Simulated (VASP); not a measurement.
# Ta (P6_3/mmc) in VASP: single point with HSE06

Aim: the single point of Ta with HSE06.

All numbers are computed with VASP 6.6.1; they aren't measurements. Logs are shortened: lines on timing, memory, paths and dates and some standing lists are left out, and cuts for length are marked.

## Step 1: The cell of the first run

It takes space group P6_3/mmc (No. 194, hexagonal). Conventional cell: a = 2.874 Å, b = 2.874 Å, c = 5.136 Å, α = 90.00°, β = 90.00°, γ = 120.00°. Ta (site symmetry -6m2) has 12 Ta at 2.87 to 3.06 Å within 3.8 Å.

This isn't the form of Ta at room conditions, which is bcc.

## Step 2: Single point, HSE06 (18.37 Å³/atom)

POSCAR reads:

```
Ta
1.0
    2.8737910947      0.0000000000      0.0000000000
   -1.4368955473      2.4887760932      0.0000000000
    0.0000000000      0.0000000000      5.1362660301
Ta
2
Direct
    0.3333333333      0.6666666667      0.7500000000
    0.6666666667      0.3333333333      0.2500000000
```

INCAR.step1 reads:

```
SYSTEM = Ta
PREC = Accurate
ENCUT = 400
EDIFF = 1E-5
ISMEAR = 0
SIGMA = 0.05
LREAL = .False.
LASPH = .True.
NELM = 120
ALGO = Normal
ISIF = 2
LWAVE = .True.
LCHARG = .False.
NBANDS = 20
GGA = PE
GGA_COMPAT = .False.
```

INCAR.step2 reads:

```
SYSTEM = Ta
PREC = Accurate
ENCUT = 400
EDIFF = 1E-6
ISMEAR = 0
SIGMA = 0.05
LREAL = .False.
LASPH = .True.
NELM = 120
ALGO = Normal
ISIF = 2
LWAVE = .False.
LCHARG = .False.
GGA = PE
LHFCALC = .True.
HFSCREEN = 0.2079
PRECFOCK = Normal
NBANDS = 20
ISTART = 1
GGA_COMPAT = .False.
```

KPOINTS reads:

```
Automatic mesh
0
Gamma
  8 8 4
  0 0 0
```

Potentials or basis: VASP PAW PBE potentials, release 64 (Ta_sv_GW).

Started as:

```bash
cat potpaw_PBE.64/Ta_sv_GW/POTCAR > POTCAR
cp INCAR.step1 INCAR
mpirun -np 1 vasp_std > vasp.out
cp INCAR.step2 INCAR
mpirun -np 1 vasp_std > vasp.out
```

OUTCAR:

```text
SYSTEM = Ta
   PREC = Accurate
   ENCUT = 400
   EDIFF = 1E-6
   ISMEAR = 0
   LREAL = .False.
   LASPH = .True.
   NELM = 120
   ISIF = 2
   GGA = PE
   LHFCALC = .True.
   HFSCREEN = 0.2079
   PRECFOCK = Normal
   ISTART = 1

 ion  position               nearest neighbor table
   1  0.333  0.667  0.750-   2 3.06   2 3.06   2 3.06   2 3.06   2 3.06   2 3.06
   2  0.667  0.333  0.250-   1 3.06   1 3.06   1 3.06   1 3.06   1 3.06   1 3.06

  LATTYP: Found a hexagonal cell.
 ALAT       =     2.8737910947
 C/A-ratio  =     1.7872788456

  Lattice vectors:

 A1 = (   2.8737910947,   0.0000000000,   0.0000000000)
 A2 = (  -1.4368955473,   2.4887760932,   0.0000000000)
 A3 = (   0.0000000000,   0.0000000000,   5.1362660301)

Analysis of symmetry for initial positions (statically):
=====================================================================
 Subroutine PRICEL returns:
 Original cell was already a primitive cell.

 Routine SETGRP: Setting up the symmetry group for a
 hexagonal supercell.

 Subroutine GETGRP returns: Found 24 space group operations
 (whereof 12 operations were pure point group operations)
 out of a pool of 24 trial point group operations.

The static configuration has the point symmetry D_3d.
 The point group associated with its full space group is D_6h.

Analysis of symmetry for dynamics (positions and initial velocities):
=====================================================================
 Subroutine PRICEL returns:
 Original cell was already a primitive cell.

 Routine SETGRP: Setting up the symmetry group for a
 hexagonal supercell.

 Subroutine GETGRP returns: Found 24 space group operations
 (whereof 12 operations were pure point group operations)
 out of a pool of 24 trial point group operations.

The dynamic configuration has the point symmetry D_3d.
 The point group associated with its full space group is D_6h.

 Subroutine INISYM returns: Found 24 space group operations
 (whereof 12 operations are pure point group operations),
 and found     1 'primitive' translations

----------------------------------------------------------------------------------------

                                     Primitive cell

  volume of cell :      36.7357

  direct lattice vectors                    reciprocal lattice vectors
     2.873791095  0.000000000  0.000000000     0.347972405  0.200901962  0.000000000
    -1.436895547  2.488776093  0.000000000     0.000000000  0.401803924  0.000000000
     0.000000000  0.000000000  5.136266030     0.000000000  0.000000000  0.194693965

  length of vectors
     2.873791095  2.873791095  5.136266030     0.401803924  0.401803924  0.194693965

  position of ions in fractional coordinates (direct lattice)
     0.333333333  0.666666667  0.750000000
     0.666666667  0.333333333  0.250000000

  ion indices of the primitive-cell ions
   primitive index   ion index
                 1           1
                 2           2

----------------------------------------------------------------------------------------

 KPOINTS: Automatic mesh

Automatic generation of k-mesh.
 Grid dimensions read from file:
 generate k-points for:    8    8    4

 Generating k-lattice:

  Cartesian coordinates                     Fractional coordinates (reciprocal lattice)
     0.043496551  0.025112745  0.000000000     0.125000000  0.000000000  0.000000000
     0.000000000  0.050225490  0.000000000     0.000000000  0.125000000  0.000000000
     0.000000000  0.000000000  0.048673491     0.000000000  0.000000000  0.250000000

  Length of vectors
     0.050225490  0.050225490  0.048673491

  Shift w.r.t. Gamma in fractional coordinates (k-lattice)
     0.000000000  0.000000000  0.000000000

 Subroutine IBZKPT returns following result:
 ===========================================

 Found     30 irreducible k-points:

 Following reciprocal coordinates:
            Coordinates               Weight
  0.000000  0.000000  0.000000      1.000000
  0.125000 -0.000000  0.000000      6.000000
  0.250000 -0.000000  0.000000      6.000000
  0.375000 -0.000000  0.000000      6.000000
  0.500000 -0.000000  0.000000      3.000000
  0.125000  0.125000  0.000000      6.000000
[... 16 lines left out ...]
  0.250000 -0.000000  0.500000      6.000000
  0.375000 -0.000000  0.500000      6.000000
 [... further k-points ...]
   k-points           NKPTS =     30   k-points in BZ     NKDIM =    256   number of bands    NBANDS=     20
   number of dos      NEDOS =    301   number of ions     NIONS =      2
   total plane-waves  NPLWV =  14400
   dimension x,y,z NGX =    20 NGY =   20 NGZ =   36
   dimension x,y,z NGXF=    40 NGYF=   40 NGZF=   72
   ions per type =               2
   NGX,Y,Z   is equivalent  to a cutoff of  11.57, 11.57, 11.65 a.u.
   NGXF,Y,Z  is equivalent  to a cutoff of  23.14, 23.14, 23.30 a.u.
 SYSTEM =  Ta
   PREC   = accura    normal or accurate (medium, high low for compatibility)
   ISTART =      1    job   : 0-new  1-cont  2-samecut
   ICHARG =      0    charge: 1-file 2-atom 10-const
   ISPIN  =      1    spin polarized calculation?
   LNONCOLLINEAR =      F non collinear calculations
   LSORBIT =      F    spin-orbit coupling
   LASPH  =      T    aspherical Exc in radial PAW
   ENCUT  =  400.0 eV  29.40 Ry    5.42 a.u.   4.69  4.69  8.38*2*pi/ulx,y,z
   NELM   =    120;   NELMIN=  2; NELMDL=  0     # of ELM steps
   EDIFF  = 0.1E-05   stopping-criterion for ELM
   LREAL  =      F    real-space projection
   EDIFFG = 0.1E-04   stopping-criterion for IOM
   NSW    =      0    number of steps for IOM
   IBRION =     -1    ionic relax: 0-MD 1-quasi-New 2-CG
   NFREE  =      0    steps in history (QN), initial steepest desc. (CG)
   ISIF   =      2    stress and relaxation
   ISYM   =      3    0-nonsym 1-usesym 2-fastsym
   POTIM  = 0.5000    time-step for ionic-motion
   TEBEG  =    0.0;   TEEND  =   0.0 temperature during run
   PSTRESS=    0.0 pullay stress
   NELECT =      26.0000    total number of electrons
   NUPDOWN=      -1.0000    fix difference up-down
   EMIN   =  10.00;   EMAX   =-10.00  energy-range for DOS
   EFERMI =   0.00;   METHOD = LEGACY
   ISMEAR =     0;   SIGMA  =   0.05  broadening in eV -4-tet -1-fermi 0-gaus
   EFERMI_NEDOS =   21; number of points for ismear=-14 and -15
   IALGO  =     38    algorithm
   IMIX   =      1    mixing-type and parameters
     AMIX     =   0.40;   BMIX     =  1.00
     AMIX_MAG =   1.60;   BMIX_MAG =  1.00
  volume/ion in A,a.u.               =      18.37       123.95
  Fermi-wavevector in a.u.,A,eV,Ry     =   1.458937  2.756991 28.959949  2.128496
  Thomas-Fermi vector in A             =   2.575563
   LORBIT       =      0    0 simple, 1 ext, 2 COOP (PROOUT), +10 PAW based schemes
   GGA     = PE    functional components
   LHFCALC =     T    Hartree Fock is set to
   PRECFOCK=normal    Normal, Fast or Accurate (Low or Medium for compatibility)
   ENCUT4O =  -1.0   cutoff for four orbital integrals eV
   NKREDX  =     1    reduce k-point grid by
   NKREDY  =     1    reduce k-point grid by
   NKREDZ  =     1    reduce k-point grid by
   AEXX    =    0.2500 exact exchange contribution
   HFSCREEN=    0.2079 screening length (either q_TF or 0.3 A-1)
   HFSCREENC=   0.2079 screening length for correlation (either q_TF or 0.3 A-1)
   ENCUTFOCK=  -1.0 apply spherical cutoff to Coloumb kernel
   IVDW    =     0    specifies the selected vdW correction
   LEPSILON=     F    determine dielectric tensor
   LRPA    =     F    only Hartree local field effects (RPA)
 non-spin polarized calculation
 Gauss-broadening in eV      SIGMA  =   0.05
  energy-cutoff  :      400.00
  volume of cell :       36.74
 maximum number of plane-waves:       683
 NGX is ok and might be reduce to    20
  NGX = 16; NGY = 16; NGZ = 28

 number of electron      25.9999999 magnetization

 Free energy of the ion-electron system (eV)
  ---------------------------------------------------
  ext. energy  EPLUGINS =         0.00000000
  ---------------------------------------------------
  free energy    TOTEN  =       -30.87143056 eV

  energy without entropy =      -30.87026896  energy(sigma->0) =      -30.87084976

 E-fermi :  10.6374     XC(G=0): -10.5275

 val. band max:       10.5858055240   @ k =   0.1250   0.1250   0.0000
 cond. band min:      10.6867402706   @ k =   0.1250   0.1250   0.2500
 fundamental gap:      0.1009347466
 Fermi energy:        10.6374339062

 k-point     1 :       0.0000    0.0000    0.0000
  band No.  band energies     occupation
      1     -61.0321      2.00000
      2     -60.9544      2.00000
      3     -26.5684      2.00000
      4     -25.5460      2.00000
      5     -25.4392      2.00000
      6     -25.4392      2.00000
[... 12 lines left out ...]
     19      16.6745      0.00000
     20      16.6745      0.00000

 k-point     2 :       0.1250   -0.0000    0.0000
  band No.  band energies     occupation
      1     -61.0121      2.00000
      2     -60.9420      2.00000
      3     -26.5045      2.00000
      4     -25.6317      2.00000
      5     -25.5518      2.00000
      6     -25.5454      2.00000
[... 12 lines left out ...]
     19      16.9131      0.00000
     20      17.8006      0.00000

 k-point     3 :       0.2500   -0.0000    0.0000
  band No.  band energies     occupation
      1     -60.9649      2.00000
      2     -60.9094      2.00000
      3     -26.3352      2.00000
      4     -26.0882      2.00000
      5     -25.9874      2.00000
      6     -25.5996      2.00000
[... 12 lines left out ...]
     19      17.1342      0.00000
     20      19.7106      0.00000

 k-point     4 :       0.3750   -0.0000    0.0000
  band No.  band energies     occupation
      1     -60.9156      2.00000
      2     -60.8780      2.00000
      3     -26.5298      2.00000
      4     -26.3976      2.00000
      5     -26.1279      2.00000
      6     -25.7067      2.00000
[... 12 lines left out ...]
     19      17.1490      0.00000
     20      19.2642      0.00000

 k-point     5 :       0.5000   -0.0000    0.0000
  band No.  band energies     occupation
      1     -60.8934      2.00000
      2     -60.8673      2.00000
      3     -26.7082      2.00000
      4     -26.5596      2.00000
      5     -26.0110      2.00000
      6     -25.7496      2.00000
[... 12 lines left out ...]
     19      18.3319      0.00000
     20      18.5053      0.00000

 k-point     6 :       0.1250    0.1250    0.0000
  band No.  band energies     occupation
      1     -60.9792      2.00000
      2     -60.9192      2.00000
      3     -26.3878      2.00000
      4     -25.9069      2.00000
      5     -25.8774      2.00000
      6     -25.5686      2.00000
[... 12 lines left out ...]
     19      16.7812      0.00000
     20      19.4917      0.00000

 k-point     7 :       0.2500    0.1250    0.0000
  band No.  band energies     occupation
      1     -60.9297      2.00000
      2     -60.8859      2.00000
      3     -26.3195      2.00000
      4     -26.2386      2.00000
      5     -26.1965      2.00000
      6     -25.7314      2.00000
[... 12 lines left out ...]
     19      16.5916      0.00000
     20      19.5860      0.00000
[... 277 lines left out ...]
 k-point    20 :       0.3750    0.2500    0.2500
  band No.  band energies     occupation
      1     -60.8716      2.00000
      2     -60.8642      2.00000
      3     -26.4937      2.00000
      4     -26.4107      2.00000
      5     -26.1623      2.00000
      6     -26.0422      2.00000
[... 12 lines left out ...]
     19      19.2418      0.00000
     20      19.5443      0.00000

 k-point    21 :       0.0000    0.0000    0.5000
  band No.  band energies     occupation
      1     -60.9920      2.00000
      2     -60.9920      2.00000
      3     -26.0730      2.00000
      4     -26.0730      2.00000
      5     -25.3948      2.00000
      6     -25.3948      2.00000
[... 12 lines left out ...]
     19      15.9182      0.00000
     20      15.9182      0.00000

 k-point    22 :       0.1250   -0.0000    0.5000
  band No.  band energies     occupation
      1     -60.9753      2.00000
      2     -60.9753      2.00000
      3     -26.0637      2.00000
      4     -26.0637      2.00000
      5     -25.5644      2.00000
      6     -25.5644      2.00000
[... 12 lines left out ...]
     19      15.7480      0.00000
     20      15.7480      0.00000

 k-point    23 :       0.2500   -0.0000    0.5000
  band No.  band energies     occupation
      1     -60.9366      2.00000
      2     -60.9366      2.00000
      3     -26.1886      2.00000
      4     -26.1886      2.00000
      5     -25.8093      2.00000
      6     -25.8093      2.00000
[... 12 lines left out ...]
     19      15.5761      0.00000
     20      15.5761      0.00000

 k-point    24 :       0.3750   -0.0000    0.5000
  band No.  band energies     occupation
      1     -60.8965      2.00000
      2     -60.8965      2.00000
      3     -26.5432      2.00000
      4     -26.5432      2.00000
      5     -25.7998      2.00000
      6     -25.7998      2.00000
[... 12 lines left out ...]
     19      16.9310      0.00000
     20      16.9310      0.00000

 [... further k-points ...]

------------------------ aborting loop because EDIFF is reached ----------------------------------------

  FORCE on cell =-STRESS in cart. coord.  units (eV):
  Direction    XX          YY          ZZ          XY          YZ          ZX
  --------------------------------------------------------------------------------------
  -------------------------------------------------------------------------------------
  Total       -0.7206944     -0.7206944     -0.5921348     -0.0000000      0.0000000     -0.0000000
  in kB      -31.4320869    -31.4320869    -25.8251364     -0.0000000      0.0000000     -0.0000000
  external PRESSURE =     -29.5631034 kB  Pullay stress =       0.0000000 kB

 VOLUME and BASIS-vectors are now :
 -----------------------------------------------------------------------------
  energy-cutoff  :      400.00
  volume of cell :       36.74
      direct lattice vectors                 reciprocal lattice vectors
     2.873791095  0.000000000  0.000000000     0.347972405  0.200901962  0.000000000
    -1.436895547  2.488776093  0.000000000     0.000000000  0.401803924  0.000000000
     0.000000000  0.000000000  5.136266030     0.000000000  0.000000000  0.194693965

 POSITION                                       TOTAL-FORCE (eV/Angst)
 -----------------------------------------------------------------------------------
     -0.00000      1.65918      3.85220         0.000000     -0.000000      0.000000
      1.43690      0.82959      1.28407        -0.000000      0.000000     -0.000000
 -----------------------------------------------------------------------------------
    total drift:                                0.000000      0.000000      0.000000

  FREE ENERGIE OF THE ION-ELECTRON SYSTEM (eV)
  ---------------------------------------------------
  free  energy   TOTEN  =       -30.8714305607 eV

  energy  without entropy=      -30.8702689579  energy(sigma->0) =      -30.87084976
```

It took 77 min on 1 thread of Intel Xeon 6975P-C (Granite Rapids), shared host; peak memory 0.26 GiB.

What came out:

```
Free energy            : -30.8714 eV
Pressure               : -3.0 GPa
Band gap on the k mesh : zero (bands 13 and 14 overlap by 2.53 eV)
```

Caveat: the PAW data sets were made with another functional, which shifts forces and pressure a little; spin-orbit coupling is left out, which moves the levels of the heavy elements.

The gap in the log of VASP goes by the Fermi energy; the results here count the filled bands.